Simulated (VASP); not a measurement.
# CoO (Fm-3m) in VASP: single point with PBE

Aim: the single point of CoO with PBE.

Program: VASP 6.6.1. These are calculated values, not measurements. Logs are shortened: lines on timing, memory, paths and dates and some standing lists are left out, and cuts for length are marked.

## 1. The cell of the first run

Symmetry: Fm-3m, No. 225, cubic system. Conventional cell: a = 4.263 Å, b = 4.263 Å, c = 4.263 Å, α = 90.00°, β = 90.00°, γ = 90.00°. Within 2.8 Å of Co (site symmetry m-3m) lie 6 O at 2.13 Å. O (site symmetry m-3m) has 6 Co at 2.13 Å within 2.8 Å.

## 2. Single point, PBE, collinear spin, ferromagnetic start

INCAR reads:

```
SYSTEM = CoO
  ALGO = Normal
  EDIFF = 1E-7
  ENCUT = 520
  GGA = PE
  ISIF = 2
  ISMEAR = 0
  ISPIN = 2
  LASPH = .TRUE.
  LCHARG = .FALSE.
  LMAXMIX = 4
  LORBIT = 11
  LREAL = .FALSE.
  LWAVE = .FALSE.
  MAGMOM = 3 0
  NBANDS = 18
  NELM = 150
  PREC = Accurate
  SIGMA = 0.05
```

KPOINTS reads:

```
k-points
0
G
  8 8 8
  0 0 0
```

POSCAR reads:

```
CoO
1.0
    0.0000000000      2.1315016600      2.1315016600
    2.1315016600      0.0000000000      2.1315016600
    2.1315016600      2.1315016600      0.0000000000
Co O
1 1
Direct
    0.0000000000      0.0000000000      0.0000000000
    0.5000000000      0.5000000000      0.5000000000
```

Potentials or basis: VASP PAW PBE potentials, release 64 (Co, O).

Started as:

```console
> cat potpaw_PBE.64/Co/POTCAR potpaw_PBE.64/O/POTCAR > POTCAR
> mpirun -np 1 vasp_std > vasp.out
```

OUTCAR:

```text
SYSTEM = CoO
   EDIFF = 1E-7
   ENCUT = 520
   GGA = PE
   ISIF = 2
   ISMEAR = 0
   ISPIN = 2
   LASPH = .TRUE.
   LORBIT = 11
   LREAL = .FALSE.
   NELM = 150
   PREC = Accurate

 ion  position               nearest neighbor table
   1  0.000  0.000  0.000-   2 2.13   2 2.13   2 2.13   2 2.13   2 2.13   2 2.13
   2  0.500  0.500  0.500-   1 2.13   1 2.13   1 2.13   1 2.13   1 2.13   1 2.13

  LATTYP: Found a face centered cubic cell.
 ALAT       =     4.2630033200

  Lattice vectors:

 A1 = (   0.0000000000,   2.1315016600,   2.1315016600)
 A2 = (   2.1315016600,   0.0000000000,   2.1315016600)
 A3 = (   2.1315016600,   2.1315016600,   0.0000000000)

Analysis of symmetry for initial positions (statically):
=====================================================================
 Subroutine PRICEL returns:
 Original cell was already a primitive cell.

 Routine SETGRP: Setting up the symmetry group for a
 face centered cubic supercell.

 Subroutine GETGRP returns: Found 48 space group operations
 (whereof 48 operations were pure point group operations)
 out of a pool of 48 trial point group operations.

The static configuration has the point symmetry O_h .

Analysis of symmetry for dynamics (positions and initial velocities):
=====================================================================
 Subroutine PRICEL returns:
 Original cell was already a primitive cell.

 Routine SETGRP: Setting up the symmetry group for a
 face centered cubic supercell.

 Subroutine GETGRP returns: Found 48 space group operations
 (whereof 48 operations were pure point group operations)
 out of a pool of 48 trial point group operations.

The dynamic configuration has the point symmetry O_h .

Analysis of structural, dynamic, and magnetic symmetry:
=====================================================================
 Subroutine PRICEL returns:
 Original cell was already a primitive cell.

 Routine SETGRP: Setting up the symmetry group for a
 face centered cubic supercell.

 Subroutine GETGRP returns: Found 48 space group operations
 (whereof 48 operations were pure point group operations)
 out of a pool of 48 trial point group operations.

The overall configuration has the point symmetry O_h .

 Subroutine INISYM returns: Found 48 space group operations
 (whereof 48 operations are pure point group operations),
 and found     1 'primitive' translations

----------------------------------------------------------------------------------------

                                     Primitive cell

  volume of cell :      19.3681
[... 112 lines left out ...]
  Thomas-Fermi vector in A             =   2.614520
   LORBIT       =     11    0 simple, 1 ext, 2 COOP (PROOUT), +10 PAW based schemes
   GGA     = PE    functional components
   LHFCALC =     F    Hartree Fock is set to
   AEXX    =    0.0000 exact exchange contribution
   IVDW    =     0    specifies the selected vdW correction
   LEPSILON=     F    determine dielectric tensor
   LRPA    =     F    only Hartree local field effects (RPA)
 spin polarized calculation
 Gauss-broadening in eV      SIGMA  =   0.05
  energy-cutoff  :      520.00
  volume of cell :       19.37
 maximum number of plane-waves:       544
 NGX is ok and might be reduce to    24
   NGX = 11   NGY = 11   NGZ = 11

 number of electron      15.0000007 magnetization       2.8588817

 Free energy of the ion-electron system (eV)
  ---------------------------------------------------
  ext. energy  EPLUGINS =         0.00000000
  ---------------------------------------------------
  free energy    TOTEN  =       -13.04834006 eV

  energy without entropy =      -13.04343146  energy(sigma->0) =      -13.04588576

 E-fermi :   7.8720     XC(G=0): -12.3960

 val. band max:        7.8692901423   @ k =  -0.2500   0.2500   0.0000
 cond. band min:       7.9007038042   @ k =   0.3750   0.2500   0.0000
 fundamental gap:      0.0314136620
 Fermi energy:         7.8720225816

 spin component 1

 k-point     1 :       0.0000    0.0000    0.0000
  band No.  band energies     occupation
      1     -12.3000      1.00000
      2       4.6385      1.00000
      3       4.6386      1.00000
      4       4.7623      1.00000
      5       4.7623      1.00000
      6       4.7623      1.00000
[... 493 lines left out ...]
     17      35.8039      0.00000
     18      37.0223      0.00000

 [... further k-points ...]

 spin component 2

 k-point     1 :       0.0000    0.0000    0.0000
  band No.  band energies     occupation
      1     -11.8214      1.00000
      2       5.2947      1.00000
      3       5.2947      1.00000
      4       5.2947      1.00000
      5       6.7762      1.00000
      6       6.7763      1.00000
[... 493 lines left out ...]
     17      36.1507      0.00000
     18      37.6347      0.00000

 [... further k-points ...]

------------------------ aborting loop because EDIFF is reached ----------------------------------------

  FORCE on cell =-STRESS in cart. coord.  units (eV):
  Direction    XX          YY          ZZ          XY          YZ          ZX
  --------------------------------------------------------------------------------------
  -------------------------------------------------------------------------------------
  Total       -0.3630354     -0.3630354     -0.3630354     -0.0000000      0.0000000     -0.0000000
  in kB      -30.0311897    -30.0311897    -30.0311897     -0.0000000      0.0000000     -0.0000000
  external PRESSURE =     -30.0311897 kB  Pullay stress =       0.0000000 kB

 VOLUME and BASIS-vectors are now :
 -----------------------------------------------------------------------------
  energy-cutoff  :      520.00
  volume of cell :       19.37
      direct lattice vectors                 reciprocal lattice vectors
     0.000000000  2.131501660  2.131501660    -0.234576407  0.234576407  0.234576407
     2.131501660  0.000000000  2.131501660     0.234576407 -0.234576407  0.234576407
     2.131501660  2.131501660  0.000000000     0.234576407  0.234576407 -0.234576407

 POSITION                                       TOTAL-FORCE (eV/Angst)
 -----------------------------------------------------------------------------------
      0.00000      0.00000      0.00000        -0.000000     -0.000000     -0.000000
      2.13150      2.13150      2.13150         0.000000      0.000000      0.000000
 -----------------------------------------------------------------------------------
    total drift:                                0.000000     -0.000000     -0.000000

  FREE ENERGIE OF THE ION-ELECTRON SYSTEM (eV)
  ---------------------------------------------------
  free  energy   TOTEN  =       -13.0483400568 eV

  energy  without entropy=      -13.0434314552  energy(sigma->0) =      -13.04588576

 total charge

# of ion       s       p       d       tot
------------------------------------------
    1        0.293   0.354   7.145   7.792
    2        1.556   3.420   0.000   4.976
--------------------------------------------------
tot          1.849   3.774   7.145  12.768

 magnetization (x)

# of ion       s       p       d       tot
------------------------------------------
    1        0.021   0.018   2.489   2.527
    2        0.028   0.255   0.000   0.283
--------------------------------------------------
tot          0.049   0.272   2.489   2.810
```

stdout:

```text
POSCAR found type information on POSCAR CoO
 POSCAR found :  2 types and       2 ions
 scaLAPACK will be used
 LDA part: xc-table for (Slater+PW92), standard interpolation
 POSCAR, INCAR and KPOINTS ok, starting setup
 FFT: planning ... GRIDC
 FFT: planning ... GRID_SOFT
 FFT: planning ... GRID
 WAVECAR not read
 entering main loop
```

Run time: 29 s. Hardware: 1 thread of Intel Xeon Platinum 8375C at 2.90GHz (Ice Lake), shared host; peak memory 0.15 GiB.

Results:

```yaml
Free_energy: -13.0483 eV
Pressure: -3.0 GPa
Net_moment: 2.86 μB per cell
Site_moments: Co +2.53; O +0.28 μB
Valence_electrons_inside_the_program's_atomic_spheres: Co 7.79; O 4.98
```

Caveat: a cell with one magnetic atom can't hold antiferromagnetic order, which such compounds often take; semilocal functionals often make such compounds metallic where correlation or magnetic order opens a gap, which also shifts bond lengths. With open d or f shells a metallic result of PBE can be an artefact of self-interaction; +U or a hybrid may open a gap.
